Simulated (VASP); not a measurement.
# CdS (Greenockite) (P6_3mc) in VASP: further runs

Runs on CdS (Greenockite). Level: PBEsol. Tasks: single point.

Program: VASP 6.6.1. These are calculated values, not measurements. Logs are shortened: lines on timing, memory, paths and dates and some standing lists are left out, and cuts for length are marked.

**Measured values to compare with.**

“Isotope dependence of band-gap energy”, 2008, arxiv:0807.2152 quotes, for a bulk crystal of CdS: band gap 2.5809 ± 0.0002 eV.

The results are compared with them further down.

## 1. The cell of the first run

It takes space group P6_3mc (No. 186, hexagonal). The conventional cell has a = 4.165 Å, b = 4.165 Å, c = 6.766 Å, α = 90.00°, β = 90.00°, γ = 120.00°. Cd (site symmetry 3m) has 4 S at 2.54 to 2.55 Å within 3.4 Å. Within 3.4 Å of S (site symmetry 3m) lie 4 Cd at 2.54 to 2.55 Å.

## 2. Single point, PBEsol

File INCAR:

```
PREC = Accurate ; ENCUT = 520
EDIFF = 1E-7 ; ISMEAR = 0
SIGMA = 0.01 ; LREAL = F
LASPH = T ; NELM = 100
ALGO = Normal ; ISIF = 2
LWAVE = F ; LCHARG = T
GGA = PS ; LELF = T
LVHAR = T ; NBANDS = 26
```

File KPOINTS:

```
Automatic mesh
0
Gamma
  8 8 1
```

File POSCAR:

```
CdS
1.0
    4.1646212372      0.0000000000      0.0000000000
   -2.0823106186      3.6066677886      0.0000000000
    0.0000000000      0.0000000000      6.7659754123
Cd S
2 2
Direct
    0.3333333333      0.6666666667     -0.0009650885
    0.6666666667      0.3333333333      0.4990349115
    0.3333333333      0.6666666667      0.3759650885
    0.6666666667      0.3333333333      0.8759650885
```

Potentials or basis: VASP PAW PBE potentials, release 64 (Cd, S).

Run with:

```sh
> cat potpaw_PBE.64/Cd/POTCAR potpaw_PBE.64/S/POTCAR > POTCAR
> mpirun -np 1 vasp_std > vasp.out
```

OUTCAR:

```text
PREC = Accurate
   ENCUT = 520
   EDIFF = 1E-7
   ISMEAR = 0
   LREAL = F
   LASPH = T
   NELM = 100
   ISIF = 2
   GGA = PS

 ion  position               nearest neighbor table
   1  0.333  0.667  0.999-   4 2.54   4 2.54   4 2.54   3 2.55
   2  0.667  0.333  0.499-   3 2.54   3 2.54   3 2.54   4 2.55
   3  0.333  0.667  0.376-   2 2.54   2 2.54   2 2.54   1 2.55
   4  0.667  0.333  0.876-   1 2.54   1 2.54   1 2.54   2 2.55

  LATTYP: Found a hexagonal cell.
 ALAT       =     4.1646212372
 C/A-ratio  =     1.6246316356

  Lattice vectors:

 A1 = (   4.1646212372,   0.0000000000,   0.0000000000)
 A2 = (  -2.0823106186,   3.6066677886,   0.0000000000)
 A3 = (   0.0000000000,   0.0000000000,   6.7659754123)

Analysis of symmetry for initial positions (statically):
=====================================================================
 Subroutine PRICEL returns:
 Original cell was already a primitive cell.

 Routine SETGRP: Setting up the symmetry group for a
 hexagonal supercell.

 Subroutine GETGRP returns: Found 12 space group operations
 (whereof  6 operations were pure point group operations)
 out of a pool of 24 trial point group operations.

The static configuration has the point symmetry C_3v.
 The point group associated with its full space group is C_6v.

Analysis of symmetry for dynamics (positions and initial velocities):
=====================================================================
 Subroutine PRICEL returns:
 Original cell was already a primitive cell.

 Routine SETGRP: Setting up the symmetry group for a
 hexagonal supercell.

 Subroutine GETGRP returns: Found 12 space group operations
 (whereof  6 operations were pure point group operations)
 out of a pool of 24 trial point group operations.

The dynamic configuration has the point symmetry C_3v.
 The point group associated with its full space group is C_6v.

 Subroutine INISYM returns: Found 12 space group operations
 (whereof  6 operations are pure point group operations),
 and found     1 'primitive' translations

----------------------------------------------------------------------------------------

                                     Primitive cell

  volume of cell :     101.6277

  direct lattice vectors                    reciprocal lattice vectors
     4.164621237  0.000000000  0.000000000     0.240117875  0.138632120  0.000000000
    -2.082310619  3.606667789  0.000000000     0.000000000  0.277264239  0.000000000
     0.000000000  0.000000000  6.765975412     0.000000000  0.000000000  0.147798350

  length of vectors
     4.164621237  4.164621237  6.765975412     0.277264239  0.277264239  0.147798350

  position of ions in fractional coordinates (direct lattice)
     0.333333333  0.666666667  0.999034911
     0.666666667  0.333333333  0.499034911
     0.333333333  0.666666667  0.375965089
     0.666666667  0.333333333  0.875965089

  ion indices of the primitive-cell ions
   primitive index   ion index
                 1           1
                 2           2
                 3           3
                 4           4

----------------------------------------------------------------------------------------

 KPOINTS: Automatic mesh

Automatic generation of k-mesh.
 Grid dimensions read from file:
 generate k-points for:    8    8    1

 Generating k-lattice:

  Cartesian coordinates                     Fractional coordinates (reciprocal lattice)
     0.030014734  0.017329015  0.000000000     0.125000000  0.000000000  0.000000000
     0.000000000  0.034658030  0.000000000     0.000000000  0.125000000  0.000000000
     0.000000000  0.000000000  0.147798350     0.000000000  0.000000000  1.000000000

  Length of vectors
     0.034658030  0.034658030  0.147798350

  Shift w.r.t. Gamma in fractional coordinates (k-lattice)
     0.000000000  0.000000000  0.000000000

 Subroutine IBZKPT returns following result:
 ===========================================

 Found     10 irreducible k-points:

 Following reciprocal coordinates:
            Coordinates               Weight
  0.000000  0.000000  0.000000      1.000000
  0.125000 -0.000000  0.000000      6.000000
  0.250000 -0.000000  0.000000      6.000000
  0.375000 -0.000000  0.000000      6.000000
  0.500000 -0.000000  0.000000      3.000000
  0.125000  0.125000  0.000000      6.000000
  0.250000  0.125000  0.000000     12.000000
  0.375000  0.125000  0.000000     12.000000
  0.250000  0.250000  0.000000      6.000000
  0.375000  0.250000  0.000000      6.000000
   k-points           NKPTS =     10   k-points in BZ     NKDIM =     10   number of bands    NBANDS=     26
   number of dos      NEDOS =    301   number of ions     NIONS =      4
   total plane-waves  NPLWV =  51200
   dimension x,y,z NGX =    32 NGY =   32 NGZ =   50
   dimension x,y,z NGXF=    64 NGYF=   64 NGZF=  100
   ions per type =               2   2
   NGX,Y,Z   is equivalent  to a cutoff of  12.77, 12.77, 12.29 a.u.
   NGXF,Y,Z  is equivalent  to a cutoff of  25.55, 25.55, 24.57 a.u.
 SYSTEM =  unknown system
   PREC   = accura    normal or accurate (medium, high low for compatibility)
   ISTART =      0    job   : 0-new  1-cont  2-samecut
   ICHARG =      2    charge: 1-file 2-atom 10-const
   ISPIN  =      1    spin polarized calculation?
   LNONCOLLINEAR =      F non collinear calculations
   LSORBIT =      F    spin-orbit coupling
   LASPH  =      T    aspherical Exc in radial PAW
   ENCUT  =  520.0 eV  38.22 Ry    6.18 a.u.   7.74  7.74 12.58*2*pi/ulx,y,z
   NELM   =    100;   NELMIN=  2; NELMDL= -5     # of ELM steps
   EDIFF  = 0.1E-06   stopping-criterion for ELM
   LREAL  =      F    real-space projection
   EDIFFG = 0.1E-05   stopping-criterion for IOM
   NSW    =      0    number of steps for IOM
   IBRION =     -1    ionic relax: 0-MD 1-quasi-New 2-CG
   NFREE  =      0    steps in history (QN), initial steepest desc. (CG)
   ISIF   =      2    stress and relaxation
   ISYM   =      2    0-nonsym 1-usesym 2-fastsym
   POTIM  = 0.5000    time-step for ionic-motion
   TEBEG  =    0.0;   TEEND  =   0.0 temperature during run
   PSTRESS=    0.0 pullay stress
   NELECT =      36.0000    total number of electrons
   NUPDOWN=      -1.0000    fix difference up-down
   EMIN   =  10.00;   EMAX   =-10.00  energy-range for DOS
   EFERMI =   0.00;   METHOD = LEGACY
   ISMEAR =     0;   SIGMA  =   0.01  broadening in eV -4-tet -1-fermi 0-gaus
   EFERMI_NEDOS =   21; number of points for ismear=-14 and -15
   IALGO  =     38    algorithm
   IMIX   =      4    mixing-type and parameters
     AMIX     =   0.40;   BMIX     =  1.00
     AMIX_MAG =   1.60;   BMIX_MAG =  1.00
  volume/ion in A,a.u.               =      25.41       171.45
  Fermi-wavevector in a.u.,A,eV,Ry     =   1.158346  2.188957 18.255828  1.341765
  Thomas-Fermi vector in A             =   2.294949
   LORBIT       =      0    0 simple, 1 ext, 2 COOP (PROOUT), +10 PAW based schemes
   GGA     = PS    functional components
   LHFCALC =     F    Hartree Fock is set to
   AEXX    =    0.0000 exact exchange contribution
   IVDW    =     0    specifies the selected vdW correction
   LEPSILON=     F    determine dielectric tensor
   LRPA    =     F    only Hartree local field effects (RPA)
 non-spin polarized calculation
 Gauss-broadening in eV      SIGMA  =   0.01
  energy-cutoff  :      520.00
  volume of cell :      101.63
 maximum number of plane-waves:      2767
 NGX is ok and might be reduce to    32
   NGX = 15   NGY = 15   NGZ = 25

 number of electron      35.9999998 magnetization

 Free energy of the ion-electron system (eV)
  ---------------------------------------------------
  ext. energy  EPLUGINS =         0.00000000
  ---------------------------------------------------
  free energy    TOTEN  =       -13.82347719 eV

  energy without entropy =      -13.82347719  energy(sigma->0) =      -13.82347719

 E-fermi :   1.0584     XC(G=0):  -9.2702

 val. band max:        0.9687749839   @ k =   0.0000   0.0000   0.0000
 cond. band min:       2.0277275739   @ k =   0.0000   0.0000   0.0000
 fundamental gap:      1.0589525900
 Fermi energy:         1.0584049315

 k-point     1 :       0.0000    0.0000    0.0000
  band No.  band energies     occupation
      1     -11.2644      2.00000
      2     -10.8433      2.00000
      3      -6.6221      2.00000
      4      -6.6221      2.00000
      5      -6.6201      2.00000
      6      -6.5426      2.00000
[... 18 lines left out ...]
     25       8.4641      0.00000
     26       8.5065      0.00000

 k-point     2 :       0.1250   -0.0000    0.0000
  band No.  band energies     occupation
      1     -11.2106      2.00000
      2     -10.8195      2.00000
      3      -6.6060      2.00000
      4      -6.6000      2.00000
      5      -6.5795      2.00000
      6      -6.5171      2.00000
[... 18 lines left out ...]
     25       8.3875      0.00000
     26       8.7934      0.00000

 k-point     3 :       0.2500   -0.0000    0.0000
  band No.  band energies     occupation
      1     -11.0750      2.00000
      2     -10.7670      2.00000
      3      -6.5631      2.00000
      4      -6.5535      2.00000
      5      -6.4737      2.00000
      6      -6.4377      2.00000
[... 18 lines left out ...]
     25       8.8611      0.00000
     26       9.3607      0.00000

 k-point     4 :       0.3750   -0.0000    0.0000
  band No.  band energies     occupation
      1     -10.9255      2.00000
      2     -10.7272      2.00000
      3      -6.5340      2.00000
      4      -6.5200      2.00000
      5      -6.3809      2.00000
      6      -6.3646      2.00000
[... 18 lines left out ...]
     25       9.2639      0.00000
     26      10.0464      0.00000

 k-point     5 :       0.5000   -0.0000    0.0000
  band No.  band energies     occupation
      1     -10.8531      2.00000
      2     -10.7211      2.00000
      3      -6.5265      2.00000
      4      -6.5105      2.00000
      5      -6.3358      2.00000
      6      -6.3274      2.00000
[... 18 lines left out ...]
     25       9.2608      0.00000
     26      10.9022      0.00000

 k-point     6 :       0.1250    0.1250    0.0000
  band No.  band energies     occupation
      1     -11.1158      2.00000
      2     -10.7815      2.00000
      3      -6.5701      2.00000
      4      -6.5695      2.00000
      5      -6.5037      2.00000
      6      -6.4756      2.00000
[... 18 lines left out ...]
     25       8.7172      0.00000
     26       9.2391      0.00000

 k-point     7 :       0.2500    0.1250    0.0000
  band No.  band energies     occupation
      1     -10.9720      2.00000
      2     -10.7368      2.00000
      3      -6.5420      2.00000
      4      -6.5228      2.00000
      5      -6.4080      2.00000
      6      -6.3990      2.00000
[... 18 lines left out ...]
     25       8.8992      0.00000
     26       9.6433      0.00000

 k-point     8 :       0.3750    0.1250    0.0000
  band No.  band energies     occupation
      1     -10.8541      2.00000
      2     -10.7215      2.00000
      3      -6.5336      2.00000
      4      -6.4956      2.00000
      5      -6.3459      2.00000
      6      -6.3385      2.00000
[... 18 lines left out ...]
     25       9.6204      0.00000
     26      10.0142      0.00000

 k-point     9 :       0.2500    0.2500    0.0000
  band No.  band energies     occupation
      1     -10.8551      2.00000
      2     -10.7218      2.00000
      3      -6.5474      2.00000
      4      -6.4604      2.00000
      5      -6.3715      2.00000
      6      -6.3480      2.00000
[... 18 lines left out ...]
     25       8.6609      0.00000
     26      10.3019      0.00000

 k-point    10 :       0.3750    0.2500    0.0000
  band No.  band energies     occupation
      1     -10.7886      2.00000
      2     -10.7342      2.00000
      3      -6.5523      2.00000
      4      -6.4276      2.00000
      5      -6.3561      2.00000
      6      -6.3300      2.00000
[... 18 lines left out ...]
     25       9.7889      0.00000
     26       9.8031      0.00000

------------------------ aborting loop because EDIFF is reached ----------------------------------------

  FORCE on cell =-STRESS in cart. coord.  units (eV):
  Direction    XX          YY          ZZ          XY          YZ          ZX
  --------------------------------------------------------------------------------------
  -------------------------------------------------------------------------------------
  Total       -0.1910165     -0.1910165     -2.9801767      0.0000000      0.0000000      0.0000000
  in kB       -3.0114059     -3.0114059    -46.9829778      0.0000000      0.0000000      0.0000000
  external PRESSURE =     -17.6685965 kB  Pullay stress =       0.0000000 kB

 VOLUME and BASIS-vectors are now :
 -----------------------------------------------------------------------------
  energy-cutoff  :      520.00
  volume of cell :      101.63
      direct lattice vectors                 reciprocal lattice vectors
     4.164621237  0.000000000  0.000000000     0.240117875  0.138632120  0.000000000
    -2.082310619  3.606667789  0.000000000     0.000000000  0.277264239  0.000000000
     0.000000000  0.000000000  6.765975412     0.000000000  0.000000000  0.147798350

 POSITION                                       TOTAL-FORCE (eV/Angst)
 -----------------------------------------------------------------------------------
     -0.00000      2.40445      6.75945         0.000000      0.000000     -0.143234
      2.08231      1.20222      3.37646         0.000000     -0.000000     -0.143234
     -0.00000      2.40445      2.54377        -0.000000     -0.000000      0.143234
      2.08231      1.20222      5.92676         0.000000     -0.000000      0.143234
 -----------------------------------------------------------------------------------
    total drift:                               -0.000000     -0.000000     -0.001037

  FREE ENERGIE OF THE ION-ELECTRON SYSTEM (eV)
  ---------------------------------------------------
  free  energy   TOTEN  =       -13.8234771853 eV

  energy  without entropy=      -13.8234771853  energy(sigma->0) =      -13.82347719
```

It took 82 s on 1 thread of AMD EPYC 7R13, shared host; peak memory 0.18 GiB.

Results:

- Free energy: -13.8235 eV
- Pressure: -1.8 GPa
- Largest force: 0.143 eV/Å
- Band gap on the k mesh: 1.06 eV, direct

Forces on the atoms (eV/Å):
```
Cd   0.000  0.000 -0.143
Cd   0.000  0.000 -0.143
S    0.000  0.000  0.143
S    0.000  0.000  0.143
```

Stress tensor (GPa, compression positive):
```
-0.30  0.00  0.00
 0.00 -0.30  0.00
 0.00  0.00 -4.70
```

Levels at points of the mesh, in eV from the valence-band top:
| k point | band 15 | band 16 | band 17 | band 18 | band 19 | band 20 | band 21 | band 22 |
| --- | --- | --- | --- | --- | --- | --- | --- | --- |
| (0.00, 0.00, 0.00) | -0.74 | -0.01 | 0.00 | 0.00 | 1.06 | 2.66 | 6.40 | 6.40 |
| (0.50, 0.00, 0.00) | -2.57 | -1.83 | -1.24 | -0.74 | 3.60 | 3.78 | 5.03 | 6.27 |

Caveat: the k points lie up to 0.93 Å⁻¹ apart; the PAW data sets were made with another functional, which shifts forces and pressure a little.

## 3. Single point, PBEsol

File INCAR:

```
SYSTEM = CdS
ALGO = Normal
EDIFF = 1E-7
ENCUT = 520
GGA = PS
ISIF = 2
ISMEAR = 0
LASPH = .TRUE.
LCHARG = .FALSE.
LREAL = .FALSE.
LWAVE = .FALSE.
NBANDS = 26
NELM = 60
PREC = Accurate
SIGMA = 0.01
```

File KPOINTS:

```
k-points
0
G
  6 6 4
  0 0 0
```

POSCAR is that of step 2.

Potentials or basis: VASP PAW PBE potentials, release 64 (Cd, S).

Run with:

```sh
> cat potpaw_PBE.64/Cd/POTCAR potpaw_PBE.64/S/POTCAR > POTCAR
> mpirun -np 1 vasp_std > vasp.out
```

OUTCAR:

```text
SYSTEM = CdS
   EDIFF = 1E-7
   ENCUT = 520
   GGA = PS
   ISIF = 2
   ISMEAR = 0
   LASPH = .TRUE.
   LREAL = .FALSE.
   NELM = 60
   PREC = Accurate

 ion  position               nearest neighbor table
   1  0.333  0.667  0.999-   4 2.54   4 2.54   4 2.54   3 2.55
   2  0.667  0.333  0.499-   3 2.54   3 2.54   3 2.54   4 2.55
   3  0.333  0.667  0.376-   2 2.54   2 2.54   2 2.54   1 2.55
   4  0.667  0.333  0.876-   1 2.54   1 2.54   1 2.54   2 2.55

  LATTYP: Found a hexagonal cell.
[... 803 lines left out ...]

  FORCE on cell =-STRESS in cart. coord.  units (eV):
  Direction    XX          YY          ZZ          XY          YZ          ZX
  --------------------------------------------------------------------------------------
  -------------------------------------------------------------------------------------
  Total       -0.8014238     -0.8014238     -0.7725551      0.0000000      0.0000000      0.0000000
  in kB      -12.6345781    -12.6345781    -12.1794588      0.0000000      0.0000000      0.0000000
  external PRESSURE =     -12.4828717 kB  Pullay stress =       0.0000000 kB

 VOLUME and BASIS-vectors are now :
 -----------------------------------------------------------------------------
  energy-cutoff  :      520.00
  volume of cell :      101.63
      direct lattice vectors                 reciprocal lattice vectors
     4.164621237  0.000000000  0.000000000     0.240117875  0.138632120  0.000000000
    -2.082310619  3.606667789  0.000000000     0.000000000  0.277264239  0.000000000
     0.000000000  0.000000000  6.765975412     0.000000000  0.000000000  0.147798350

 POSITION                                       TOTAL-FORCE (eV/Angst)
 -----------------------------------------------------------------------------------
     -0.00000      2.40445      6.75945         0.000000     -0.000000      0.001283
      2.08231      1.20222      3.37646        -0.000000      0.000000      0.001283
     -0.00000      2.40445      2.54377        -0.000000      0.000000     -0.001283
      2.08231      1.20222      5.92676         0.000000     -0.000000     -0.001283
 -----------------------------------------------------------------------------------
    total drift:                               -0.000000     -0.000000     -0.001053

  FREE ENERGIE OF THE ION-ELECTRON SYSTEM (eV)
  ---------------------------------------------------
  free  energy   TOTEN  =       -13.6228275772 eV

  energy  without entropy=      -13.6228275772  energy(sigma->0) =      -13.62282758
```

Wall time 2.4 min (1 thread of AMD EPYC 7R13, shared host); peak memory 0.2 GiB.

Results:

```
Free energy            : -13.6228 eV
Pressure               : -1.2 GPa
Band gap on the k mesh : 1.04 eV, direct
```

Caveat: the PAW data sets were made with another functional, which shifts forces and pressure a little.

## 4. Single point, PBEsol

File INCAR:

```
SYSTEM = CdS
  PREC = Accurate
  ENCUT = 520
  EDIFF = 1E-7
  ISMEAR = 0
  SIGMA = 0.05
  LREAL = .FALSE.
  LASPH = .TRUE.
  NELM = 100
  ALGO = Normal
  ISIF = 2
  LWAVE = .FALSE.
  LCHARG = .FALSE.
  GGA = PS
  NBANDS = 26
```

File KPOINTS:

```
Automatic mesh
0
G
  6 6 4
  0 0 0
```

POSCAR is that of step 3.

Run with:

```sh
> cat potpaw_PBE.64/Cd/POTCAR potpaw_PBE.64/S/POTCAR > POTCAR
> mpirun -np 1 vasp_std > vasp.out
```

Run time: 2.3 min. Hardware: 1 thread of AMD EPYC 7R13, shared host; peak memory 0.2 GiB.

Results (log left out):

- Free energy: -13.6228 eV
- Pressure: -1.2 GPa
- Band gap on the k mesh: 1.04 eV, direct

Levels at points of the mesh, in eV from the valence-band top:
```tsv
k point	band 16	band 17	band 18	band 19	band 20	band 21
(0.00, 0.00, 0.00)	-0.04	0.00	0.00	1.04	2.64	6.38
(0.50, 0.00, 0.00)	-1.84	-1.27	-0.74	3.58	3.75	4.99
(0.00, 0.00, 0.50)	-0.38	-0.38	-0.38	2.70	2.70	6.05
(0.50, 0.00, 0.50)	-1.32	-1.30	-1.30	3.35	3.35	5.26
```

Caveat: the PAW data sets were made with another functional, which shifts forces and pressure a little.

(Part 1 of 2 ends here.)
